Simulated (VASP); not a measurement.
# Ga3P (Cm) in VASP: single point with PBE

Aim: the single point of Ga3P with PBE.

Program: VASP 6.6.1. These are calculated values, not measurements. Logs are shortened: lines on timing, memory, paths and dates and some standing lists are left out, and cuts for length are marked.

### Step 1. The cell of the first run

It takes space group Cm (No. 8, monoclinic). The conventional cell has a = 6.842 Å, b = 3.958 Å, c = 12.989 Å, α = 90.00°, β = 99.85°, γ = 90.00°. Within 3.2 Å of Ga (site symmetry m) lie 4 P at 2.40 to 2.41 Å. Ga (site symmetry m) has 1 P at 2.43 Å and 3 Ga at 2.62 Å within 3.2 Å. Within 3.2 Å of Ga (site symmetry m) lie 3 P at 2.41 Å and 1 Ga at 2.55 Å. Ga (site symmetry m) has 9 Ga at 2.58 to 3.51 Å within 3.6 Å. Within 3.5 Å of Ga (site symmetry m) lie 7 Ga at 2.55 to 3.45 Å. Ga (site symmetry m) has 9 Ga at 2.62 to 3.45 Å within 3.5 Å. Within 3.2 Å of P (site symmetry m) lie 4 Ga at 2.41 to 2.43 Å. Within 3.2 Å of P (site symmetry m) lie 4 Ga at 2.40 to 2.41 Å.

### Step 2. Single point, PBE

The input, INCAR:

```
  PREC = Accurate
  ENCUT = 520
  EDIFF = 1E-7
  ISMEAR = 0
  SIGMA = 0.1
  LREAL = F
  LASPH = T
  NELM = 80
  ALGO = Fast
  ISIF = 2
  LWAVE = F
  LCHARG = F
  GGA = PE
  NBANDS = 54
```

The input, KPOINTS:

```
Automatic mesh
0
Gamma
  10 10 4
```

The input, POSCAR:

```
Ga3P
1.0
    3.4210898700     -1.9789836594     -0.0016259100
    3.4210898700      1.9789836594     -0.0016259100
   -2.2148798055      0.0000000000     12.7989583853
Ga P
6 2
Direct
    0.9458218344      0.9458218344      0.2163410353
    0.3636123585      0.3636123585      0.4672509268
    0.5319306083      0.5319306083      0.9683812049
    0.0995908038      0.0995908038      0.6753634079
    0.4638376889      0.4638376889      0.7689402199
    0.7300677257      0.7300677257      0.5674262769
    0.2992909264      0.2992909264      0.2776328082
    0.8849554744      0.8849554744      0.0286641201
```

Potentials or basis: VASP PAW PBE potentials, release 64 (Ga_d, P).

Started as:

```sh
cat potpaw_PBE.64/Ga_d/POTCAR potpaw_PBE.64/P/POTCAR > POTCAR
mpirun -np 1 vasp_std > vasp.out
```

OUTCAR:

```text
PREC = Accurate
   ENCUT = 520
   EDIFF = 1E-7
   ISMEAR = 0
   LREAL = F
   LASPH = T
   NELM = 80
   ISIF = 2
   GGA = PE

 ion  position               nearest neighbor table
   1  0.946  0.946  0.216-   8 2.40   7 2.41   7 2.41   7 2.41
   2  0.364  0.364  0.467-   7 2.43   6 2.62   6 2.62   6 2.62
   3  0.532  0.532  0.968-   8 2.41   8 2.41   8 2.41   5 2.55
   4  0.100  0.100  0.675-   5 2.58   5 2.58   5 2.58   6 2.67   6 2.67   6 2.67
   5  0.464  0.464  0.769-   3 2.55   4 2.58   4 2.58   4 2.58
   6  0.730  0.730  0.567-   2 2.62   2 2.62   2 2.62   4 2.67   4 2.67   4 2.67
   7  0.299  0.299  0.278-   1 2.41   1 2.41   1 2.41   2 2.43
   8  0.885  0.885  0.029-   1 2.40   3 2.41   3 2.41   3 2.41

  LATTYP: Found a base centered monoclinic cell.
 ALAT       =     6.8421805127
 B/A-ratio  =     0.5784657846
 C/A-ratio  =     1.8983990377
 COS(beta)  =    -0.1709854568

  Lattice vectors:

 A1 = (   3.4210898700,  -1.9789836594,  -0.0016259100)
 A2 = (   3.4210898700,   1.9789836594,  -0.0016259100)
 A3 = (  -2.2148798055,   0.0000000000,  12.7989583853)

Analysis of symmetry for initial positions (statically):
=====================================================================
 Subroutine PRICEL returns:
 Original cell was already a primitive cell.

 Routine SETGRP: Setting up the symmetry group for a
 base centered monoclinic supercell.

 Subroutine GETGRP returns: Found  2 space group operations
 (whereof  2 operations were pure point group operations)
 out of a pool of  4 trial point group operations.

The static configuration has the point symmetry C_1h.

Analysis of symmetry for dynamics (positions and initial velocities):
=====================================================================
 Subroutine PRICEL returns:
 Original cell was already a primitive cell.

 Routine SETGRP: Setting up the symmetry group for a
 base centered monoclinic supercell.

 Subroutine GETGRP returns: Found  2 space group operations
 (whereof  2 operations were pure point group operations)
 out of a pool of  4 trial point group operations.

The dynamic configuration has the point symmetry C_1h.

 Subroutine INISYM returns: Found  2 space group operations
 (whereof  2 operations are pure point group operations),
 and found     1 'primitive' translations

----------------------------------------------------------------------------------------

                                     Primitive cell

  volume of cell :     173.2908

  direct lattice vectors                    reciprocal lattice vectors
     3.421089870 -1.978983659 -0.001625910     0.146164277 -0.252654941  0.025293957
     3.421089870  1.978983659 -0.001625910     0.146164277  0.252654941  0.025293957
    -2.214879805  0.000000000 12.798958385     0.000037136  0.000000000  0.078137784

  length of vectors
     3.952244282  3.952244282 12.989188901     0.292981739  0.292981739  0.078137793

  position of ions in fractional coordinates (direct lattice)
     0.945821834  0.945821834  0.216341035
     0.363612358  0.363612358  0.467250927
     0.531930608  0.531930608  0.968381205
     0.099590804  0.099590804  0.675363408
     0.463837689  0.463837689  0.768940220
     0.730067726  0.730067726  0.567426277
     0.299290926  0.299290926  0.277632808
     0.884955474  0.884955474  0.028664120

  ion indices of the primitive-cell ions
   primitive index   ion index
                 1           1
                 2           2
                 3           3
                 4           4
                 5           5
                 6           6
                 7           7
                 8           8

----------------------------------------------------------------------------------------

 KPOINTS: Automatic mesh

Automatic generation of k-mesh.
 Grid dimensions read from file:
 generate k-points for:   10   10    4

 Generating k-lattice:

  Cartesian coordinates                     Fractional coordinates (reciprocal lattice)
     0.014616428 -0.025265494  0.002529396     0.100000000  0.000000000  0.000000000
     0.014616428  0.025265494  0.002529396     0.000000000  0.100000000  0.000000000
     0.000009284  0.000000000  0.019534446     0.000000000  0.000000000  0.250000000

  Length of vectors
     0.029298174  0.029298174  0.019534448

  Shift w.r.t. Gamma in fractional coordinates (k-lattice)
     0.000000000  0.000000000  0.000000000

 Subroutine IBZKPT returns following result:
 ===========================================

 Found    117 irreducible k-points:

 Following reciprocal coordinates:
            Coordinates               Weight
  0.000000  0.000000  0.000000      1.000000
  0.100000 -0.000000  0.000000      4.000000
  0.200000 -0.000000  0.000000      4.000000
  0.300000  0.000000 -0.000000      4.000000
  0.400000 -0.000000  0.000000      4.000000
  0.500000 -0.000000 -0.000000      2.000000
[... 16 lines left out ...]
  0.300000  0.300000 -0.000000      2.000000
  0.400000  0.300000  0.000000      4.000000
 [... further k-points ...]
   k-points           NKPTS =    117   k-points in BZ     NKDIM =    117   number of bands    NBANDS=     54
   number of dos      NEDOS =    301   number of ions     NIONS =      8
   total plane-waves  NPLWV =  88200
   dimension x,y,z NGX =    30 NGY =   30 NGZ =   98
   dimension x,y,z NGXF=    60 NGYF=   60 NGZF=  196
   ions per type =               6   2
   NGX,Y,Z   is equivalent  to a cutoff of  12.62, 12.62, 12.54 a.u.
   NGXF,Y,Z  is equivalent  to a cutoff of  25.24, 25.24, 25.09 a.u.
 SYSTEM =  unknown system
   PREC   = accura    normal or accurate (medium, high low for compatibility)
   ISTART =      0    job   : 0-new  1-cont  2-samecut
   ICHARG =      2    charge: 1-file 2-atom 10-const
   ISPIN  =      1    spin polarized calculation?
   LNONCOLLINEAR =      F non collinear calculations
   LSORBIT =      F    spin-orbit coupling
   LASPH  =      T    aspherical Exc in radial PAW
   ENCUT  =  520.0 eV  38.22 Ry    6.18 a.u.   7.35  7.35 24.15*2*pi/ulx,y,z
   NELM   =     80;   NELMIN=  2; NELMDL= -5     # of ELM steps
   EDIFF  = 0.1E-06   stopping-criterion for ELM
   LREAL  =      F    real-space projection
   EDIFFG = 0.1E-05   stopping-criterion for IOM
   NSW    =      0    number of steps for IOM
   IBRION =     -1    ionic relax: 0-MD 1-quasi-New 2-CG
   NFREE  =      0    steps in history (QN), initial steepest desc. (CG)
   ISIF   =      2    stress and relaxation
   ISYM   =      2    0-nonsym 1-usesym 2-fastsym
   POTIM  = 0.5000    time-step for ionic-motion
   TEBEG  =    0.0;   TEEND  =   0.0 temperature during run
   PSTRESS=    0.0 pullay stress
   NELECT =      88.0000    total number of electrons
   NUPDOWN=      -1.0000    fix difference up-down
   EMIN   =  10.00;   EMAX   =-10.00  energy-range for DOS
   EFERMI =   0.00;   METHOD = LEGACY
   ISMEAR =     0;   SIGMA  =   0.10  broadening in eV -4-tet -1-fermi 0-gaus
   EFERMI_NEDOS =   21; number of points for ismear=-14 and -15
   IALGO  =     68    algorithm
   IMIX   =      4    mixing-type and parameters
     AMIX     =   0.40;   BMIX     =  1.00
     AMIX_MAG =   1.60;   BMIX_MAG =  1.00
  volume/ion in A,a.u.               =      21.66       146.18
  Fermi-wavevector in a.u.,A,eV,Ry     =   1.306102  2.468175 23.210222  1.705903
  Thomas-Fermi vector in A             =   2.436927
   LORBIT       =      0    0 simple, 1 ext, 2 COOP (PROOUT), +10 PAW based schemes
   GGA     = PE    functional components
   LHFCALC =     F    Hartree Fock is set to
   AEXX    =    0.0000 exact exchange contribution
   IVDW    =     0    specifies the selected vdW correction
   LEPSILON=     F    determine dielectric tensor
   LRPA    =     F    only Hartree local field effects (RPA)
 non-spin polarized calculation
 RMM-DIIS sequential band-by-band and
 Gauss-broadening in eV      SIGMA  =   0.10
  energy-cutoff  :      520.00
  volume of cell :      173.29
 maximum number of plane-waves:      4714
 NGX is ok and might be reduce to    30
   NGX = 15   NGY = 15   NGZ = 49

 number of electron      88.0000031 magnetization

 Free energy of the ion-electron system (eV)
  ---------------------------------------------------
  ext. energy  EPLUGINS =         0.00000000
  ---------------------------------------------------
  free energy    TOTEN  =       -28.93871683 eV

  energy without entropy =      -28.92389299  energy(sigma->0) =      -28.93130491

 E-fermi :   4.4528     XC(G=0):  -9.8058

 val. band max:        4.4494639648   @ k =   0.5000   0.5000   0.5000
 cond. band min:       4.4557672380   @ k =  -0.2000   0.1000   0.5000
 fundamental gap:      0.0063032732
 Fermi energy:         4.4527613267

 k-point     1 :       0.0000    0.0000    0.0000
  band No.  band energies     occupation
      1     -10.8089      2.00000
      2     -10.8071      2.00000
      3     -10.7652      2.00000
      4     -10.7098      2.00000
      5     -10.7096      2.00000
      6     -10.7064      2.00000
[... 46 lines left out ...]
     53       8.2819      0.00000
     54       8.4949      0.00000

 k-point     2 :       0.1000   -0.0000    0.0000
  band No.  band energies     occupation
      1     -10.8050      2.00000
      2     -10.7967      2.00000
      3     -10.7653      2.00000
      4     -10.7159      2.00000
      5     -10.7068      2.00000
      6     -10.7033      2.00000
[... 46 lines left out ...]
     53       8.4491      0.00000
     54       9.1098      0.00000

 k-point     3 :       0.2000   -0.0000    0.0000
  band No.  band energies     occupation
      1     -10.7979      2.00000
      2     -10.7687      2.00000
      3     -10.7624      2.00000
      4     -10.7255      2.00000
      5     -10.7008      2.00000
      6     -10.6996      2.00000
[... 46 lines left out ...]
     53       8.7380      0.00000
     54       9.5784      0.00000
[... 1084 lines left out ...]
 k-point    23 :       0.3000    0.3000   -0.0000
  band No.  band energies     occupation
      1     -10.7906      2.00000
      2     -10.7744      2.00000
      3     -10.7345      2.00000
      4     -10.7168      2.00000
      5     -10.6948      2.00000
      6     -10.6922      2.00000
[... 46 lines left out ...]
     53       9.2678      0.00000
     54       9.9429      0.00000

 k-point    24 :       0.4000    0.3000    0.0000
  band No.  band energies     occupation
      1     -10.7802      2.00000
      2     -10.7763      2.00000
      3     -10.7383      2.00000
      4     -10.7062      2.00000
      5     -10.6908      2.00000
      6     -10.6870      2.00000
[... 46 lines left out ...]
     53       9.3193      0.00000
     54       9.8086      0.00000

 [... further k-points ...]
[... 5 lines left out ...]
  --------------------------------------------------------------------------------------
  -------------------------------------------------------------------------------------
  Total        0.0541817      0.0519431      0.0722960      0.0000000      0.0000000     -0.0069181
  in kB        0.5009425      0.4802449      0.6684198      0.0000000      0.0000000     -0.0639616
  external PRESSURE =       0.5498690 kB  Pullay stress =       0.0000000 kB

 VOLUME and BASIS-vectors are now :
 -----------------------------------------------------------------------------
  energy-cutoff  :      520.00
  volume of cell :      173.29
      direct lattice vectors                 reciprocal lattice vectors
     3.421089870 -1.978983659 -0.001625910     0.146164277 -0.252654941  0.025293957
     3.421089870  1.978983659 -0.001625910     0.146164277  0.252654941  0.025293957
    -2.214879805  0.000000000 12.798958385     0.000037136  0.000000000  0.078137784

 POSITION                                       TOTAL-FORCE (eV/Angst)
 -----------------------------------------------------------------------------------
      5.99231      0.00000      2.76586         0.000450      0.000000     -0.001248
      1.45300      0.00000      5.97914        -0.000381      0.000000     -0.004487
      1.49472      0.00000     12.39254        -0.000529      0.000000      0.004658
     -0.81443      0.00000      8.64362        -0.001848      0.000000      0.005329
      1.47055      0.00000      9.84013         0.000763      0.000000     -0.000106
      3.73847      0.00000      7.26009         0.001636      0.000000     -0.002323
      1.43288      0.00000      3.55244         0.000313      0.000000     -0.003611
      5.99154      0.00000      0.36399        -0.000404      0.000000      0.001789
 -----------------------------------------------------------------------------------
    total drift:                                0.002469     -0.000000     -0.000297

  FREE ENERGIE OF THE ION-ELECTRON SYSTEM (eV)
  ---------------------------------------------------
  free  energy   TOTEN  =       -28.9387168289 eV

  energy  without entropy=      -28.9238929946  energy(sigma->0) =      -28.93130491
```

Run time: 15 min. Hardware: 1 thread of Oxide Virtual Turin-like, shared host; peak memory 0.79 GiB.

What came out:

```yaml
Free_energy: -28.9387 eV
Pressure: 0.1 GPa
Largest_force: 0.006 eV/Å
Band_gap_on_the_k_mesh: zero (bands 44 and 45 overlap by 2.48 eV)
```

Forces in eV/Å, atoms in the order of the input:
```
Ga   0.000  0.000 -0.001
Ga   0.000  0.000 -0.004
Ga  -0.001  0.000  0.005
Ga  -0.002  0.000  0.005
Ga   0.001  0.000  0.000
Ga   0.002  0.000 -0.002
P    0.000  0.000 -0.004
P    0.000  0.000  0.002
```
